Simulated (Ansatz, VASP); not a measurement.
# One calculation of Al3Ni2, two programs

File INCAR:

```
PREC = Accurate
ENCUT = 520
EDIFF = 1E-6
ISMEAR = 0
SIGMA = 0.15
LREAL = False
LASPH = True
NELM = 60
ALGO = Fast
ISIF = 2
LWAVE = False
LCHARG = True
GGA = PS
LELF = True
LVHAR = True
NBANDS = 22
```

KPOINTS

```
regular mesh
0
Gamma
  12 12 10
```

File POSCAR:

```
Al3Ni2
1.0
    4.2032966255      0.0000000000      0.0000000000
   -2.1016483127      3.6401616573      0.0000000000
    0.0000000000      0.0000000000      4.7379779954
Al Ni
3 2
Direct
    0.0000000000      0.0000000000      0.0000000000
    0.3333333333      0.6666666667      0.6477829059
    0.6666666667      0.3333333333      0.3522170941
    0.3333333333      0.6666666667      0.1455709067
    0.6666666667      0.3333333333      0.8544290933
```

Input for Ansatz:

```yaml
crystal:
  lattice:
    - [4.2032966255, 0.0, 0.0]
    - [-2.1016483127, 3.6401616573, 0.0]
    - [0.0, 0.0, 4.7379779954]
  atoms:
    - { symbol: Al, position: [0.0, 0.0, 0.0] }
    - { symbol: Al, position: [0.3333333333, 0.6666666667, 0.6477829059] }
    - { symbol: Al, position: [0.6666666667, 0.3333333333, 0.3522170941] }
    - { symbol: Ni, position: [0.3333333333, 0.6666666667, 0.1455709067] }
    - { symbol: Ni, position: [0.6666666667, 0.3333333333, 0.8544290933] }
basis:
  ecutwfc: 420
kpoints:
  mp_grid: { grid: [12, 12, 10] }
hamiltonian:
  xc: pbesol
scf:
  occupations: { method: gaussian, width: 0.15 }
output:
  forces: true
  stress: true
  eigenvalues: true
```

Change from the starting cell: strain +0.050 along x and y, -0.025 along z, atoms carried along.

Alike in both runs: task single point; functional PBEsol; k mesh 12 × 12 × 10; occupations gaussian, width 0.15 eV; no spin polarisation.

```csv
,VASP,Ansatz
version,VASP 6.6.1,Ansatz 0.2.0
potentials or method,"VASP PAW PBE potentials, release 64 (Al, Ni), cutoff 520 eV","scalar-relativistic, plane waves, PAW"
valence electrons in the cell,29,45
```

VASP gave:

```
gap on the k mesh at the Fermi level (eV)                     : none
pressure (GPa)                                                : -7.7
traceless stress, the component that is largest in VASP (GPa) : 10.41
rms of the force components (eV/Å)                            : 0.052
```

**Question.** Which values does Ansatz return?

**Answer.** gap on the k mesh at the Fermi level (eV): none; pressure (GPa): -7.7; traceless stress, the component that is largest in VASP (GPa): 10.41; rms of the force components (eV/Å): 0.057.

VASP's potentials were made for PBE, not for PBEsol. Atom by atom the forces differ by 0.005 eV/Å (rms over components). A gap of «none» marks a metal or a gap that the smearing closes. With one functional, cell and mesh, what is left measures potentials, basis and numerics. VASP's potentials hold 29 valence electrons a cell and Ansatz's 45, so a difference there can come from the potentials and not from the codes.
